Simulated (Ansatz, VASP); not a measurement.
**Two plane-wave programs on Cu**

INCAR

```
PREC = Accurate
ENCUT = 600
EDIFF = 1E-6
ISMEAR = -1
SIGMA = 0.05
LREAL = F
LASPH = T
NELM = 200
ALGO = Normal
ISIF = 2
LWAVE = F
LCHARG = F
ISPIN = 2
MAGMOM = 0.7
LORBIT = 11
LMAXMIX = 4
NBANDS = 16
GGA_COMPAT = F
```

The input KPOINTS:

```
Automatic mesh
0
Gamma
  14 14 14
```

File POSCAR:

```
Cu
1.0
   -1.4427933200      1.4427933200      1.3760814500
    1.4427933200     -1.4427933200      1.3760814500
    1.4427933200      1.4427933200     -1.3760814500
Cu
1
Direct
    0.0000000000      0.0000000000      0.0000000000
```

Input for Ansatz:

```yaml
crystal:
  lattice:
    - [-1.44279332, 1.44279332, 1.37608145]
    - [1.44279332, -1.44279332, 1.37608145]
    - [1.44279332, 1.44279332, -1.37608145]
  atoms:
    - { symbol: Cu, position: [0.0, 0.0, 0.0], spin: 0.7 }
magnetization:
  spin_polarized: true
kpoints:
  mp_grid: { grid: [14, 14, 14] }
scf:
  occupations: { method: fermi_dirac, width: 0.05 }
  lower_state_search: "off"
hamiltonian:
  xc: lda
  pseudopotentials: { kind: paw }
output:
  forces: true
  stress: true
  eigenvalues: true
  populations: true
  dos: { projected: true, de: 0.1, e_range: [-8, 5] }
  write_density: true
  write_potential: true
  elf: true
  volumetric_format: npy
```

Alike in both runs: task single point; functional LDA; k mesh 14 × 14 × 14; occupations fermi-dirac, width 0.05 eV; collinear spin.

```csv
,VASP,Ansatz
version,VASP 6.6.1,Ansatz 0.2.0
potentials or method,"VASP PAW LDA potentials, release 64 (Cu)","PAW with Ansatz's default frozen-core files, scalar-relativistic"
plane-wave cutoff (eV),600,420
valence electrons in the cell,11,19
```

VASP gave:

```
pressure (GPa)                                                : -6.9
traceless stress, the component that is largest in VASP (GPa) : -0.47
net moment per atom (μB)                                      : 0.00
```

Problem. Estimate Ansatz's values.

Solution. Pressure (GPa): -7.9; traceless stress, the component that is largest in VASP (GPa): -0.46; net moment per atom (μB): 0.00.

LDA's correlation is that of Perdew and Zunger in VASP and of Perdew and Wang (1992) in Ansatz. VASP's potentials hold 11 valence electrons a cell and Ansatz's 19, so a difference there can come from the potentials and not from the codes. Ansatz's warnings: seeded moment not kept.
